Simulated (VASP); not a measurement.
Runs of VASP 6.6.1 on InAs. The structure is that of space group F-43m (No. 216), or close to it. The cells are those of the table. 

```csv
task,level,spin,cell,cutoff (eV),gap on the mesh (eV),pressure (GPa)
single point,PBE,"non-collinear, zero start, SOC","a = 4.277 Å, angles 60.0°, 2 atoms",520,-,3.9
single point,PBE,off,"a = 4.277 Å, angles 60.0°, 2 atoms",520,none,3.9
electric field gradients,PBEsol,off,"a = 4.277 Å, angles 60.0°, 2 atoms",520,none,1.2
single point,PBE,off,"a = 4.248 Å, angles 60.0°, 2 atoms",500,none,(a)
single point,PBE,off,"a = 4.219 Å, angles 60.0°, 2 atoms",500,-,6.9
single point,PBE,off,"a = 4.305 Å, angles 60.0°, 2 atoms",500,none,2.7
electric field gradients,PBE,off,"a = 4.333 Å, angles 60.0°, 2 atoms",520,none,1.5
single point,PBE,off,"a = 4.333 Å, angles 60.0°, 2 atoms",500,none,1.5
```

Alike in all rows: potentials or basis VASP PAW PBE potentials, release 64 (In_d, As); k mesh 10 × 10 × 10; smearing fermi-dirac 0.08 eV.

**Question.** Estimate the missing entries.

**Answer.** (a) 5.3.

Caveats: spin-orbit coupling is left out, which moves the levels of the heavy elements (some runs); the PAW data sets were made with another functional, which shifts forces and pressure a little (some runs).

A k mesh can miss the band edges, and rows without SOC leave out spin-orbit coupling on As, In.

A gap of «none» marks levels without a gap at the run's occupations.
